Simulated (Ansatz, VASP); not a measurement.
**SrO in VASP and in Ansatz**

Contents of POSCAR:

```
SrO
1.0
    0.0000000000      2.5832958595      2.5832958595
    2.5832958595      0.0000000000      2.5832958595
    2.5832958595      2.5832958595      0.0000000000
Sr O
1 1
Direct
    0.5000000000      0.5000000000      0.5000000000
    0.0000000000      0.0000000000      0.0000000000
```

The input INCAR.step1:

```
SYSTEM = SrO
PREC = Accurate
ENCUT = 520
ISMEAR = -1
SIGMA = 0.05
LREAL = .False.
LASPH = .True.
NELM = 100
NBANDS = 15
GGA = PE
ALGO = Normal
EDIFF = 1E-4
LWAVE = .True.
LCHARG = .False.
```

File INCAR.step2:

```
SYSTEM = SrO
PREC = Accurate
ENCUT = 520
EDIFF = 1E-6
ISMEAR = -1
SIGMA = 0.05
LREAL = .False.
LASPH = .True.
NELM = 100
ALGO = Normal
ISIF = 2
LWAVE = .False.
LCHARG = .True.
METAGGA = R2SCAN
LMIXTAU = .True.
LELF = .True.
LVHAR = .True.
NBANDS = 15
ISTART = 1
```

The input KPOINTS:

```
regular mesh
0
Gamma
  9 9 9
  0 0 0
```

File input.yaml:

```yaml
crystal:
  lattice:
    - [0.0, 2.5832958595, 2.5832958595]
    - [2.5832958595, 0.0, 2.5832958595]
    - [2.5832958595, 2.5832958595, 0.0]
  atoms:
    - { symbol: Sr, position: [0.5, 0.5, 0.5] }
    - { symbol: O, position: [0.0, 0.0, 0.0] }
hamiltonian:
  xc: r2scan
  pseudopotentials: { kind: paw }
kpoints:
  mp_grid: { grid: [9, 9, 9] }
scf:
  occupations: { method: fermi_dirac, width: 0.05 }
output:
  forces: true
  stress: true
  eigenvalues: true
  write_density: true
  write_potential: true
  elf: true
  volumetric_format: npy
```

Alike in both runs: task single point; functional r2SCAN; k mesh 9 × 9 × 9; occupations fermi-dirac, width 0.05 eV; no spin polarisation.

|  | VASP | Ansatz |
| --- | --- | --- |
| version | VASP 6.6.1 | Ansatz 0.2.0 |
| potentials or method | VASP PAW PBE potentials, release 64 (Sr_sv, O) | Ansatz PAW |
| plane-wave cutoff (eV) | 520 | 500 |
| valence electrons in the cell | 16 | 16 |

|  | VASP | Ansatz | Ansatz less VASP |
| --- | --- | --- | --- |
| gap on the k mesh at the Fermi level (eV) | 3.81 | 3.86 | +0.051 |
| least direct gap on the mesh (eV) | 3.91 | 3.95 | +0.039 |
| pressure (GPa) | 0.1 | -0.4 | -0.51 |

VASP's potentials were made for PBE, not for r2SCAN.

Noted on Ansatz's run: odd divisions of the mesh miss points on the zone boundary, where band edges often lie, so the gap on the mesh can be too wide.
